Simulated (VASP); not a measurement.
Input of a VASP 6.6.1 run:

POSCAR

```
Nb
1.0
    0.0000000000      2.1284149698      2.1284149698
    2.1284149698      0.0000000000      2.1284149698
    2.1284149698      2.1284149698      0.0000000000
Nb
1
Direct
    0.0000000000      0.0000000000      0.0000000000
```

The input INCAR.step1:

```
SYSTEM = Nb
PREC = Accurate ; ENCUT = 520
EDIFF = 1E-5 ; ISMEAR = -1
SIGMA = 0.05 ; LREAL = .FALSE.
LASPH = .TRUE. ; NELM = 60
ALGO = Normal ; ISIF = 2
LWAVE = .TRUE. ; LCHARG = .FALSE.
NBANDS = 12 ; GGA = PE
```

INCAR.step2

```
SYSTEM = Nb
PREC = Accurate ; ENCUT = 520
EDIFF = 1E-6 ; ISMEAR = -1
SIGMA = 0.05 ; LREAL = .FALSE.
LASPH = .TRUE. ; NELM = 60
ALGO = Normal ; ISIF = 2
LWAVE = .FALSE. ; LCHARG = .FALSE.
GGA = B3 ; LHFCALC = .TRUE.
AEXX = 0.2 ; AGGAX = 0.72
AGGAC = 0.81 ; ALDAC = 0.19
PRECFOCK = Normal ; NBANDS = 12
ISTART = 1
```

KPOINTS

```
Automatic mesh
0
G
  6 6 6
  0 0 0
```

Potentials or basis: VASP PAW PBE potentials, release 64 (Nb_sv).

The run is started by

```sh
$ cat potpaw_PBE.64/Nb_sv/POTCAR > POTCAR
$ cp INCAR.step1 INCAR
$ mpirun -np 1 vasp_std > vasp.out
$ cp INCAR.step2 INCAR
$ mpirun -np 1 vasp_std > vasp.out
```

Predict the pressure.

-3.3 GPa.

Caveat: the k points lie up to 0.43 Å⁻¹ apart; the PAW data sets were made with another functional, which shifts forces and pressure a little.
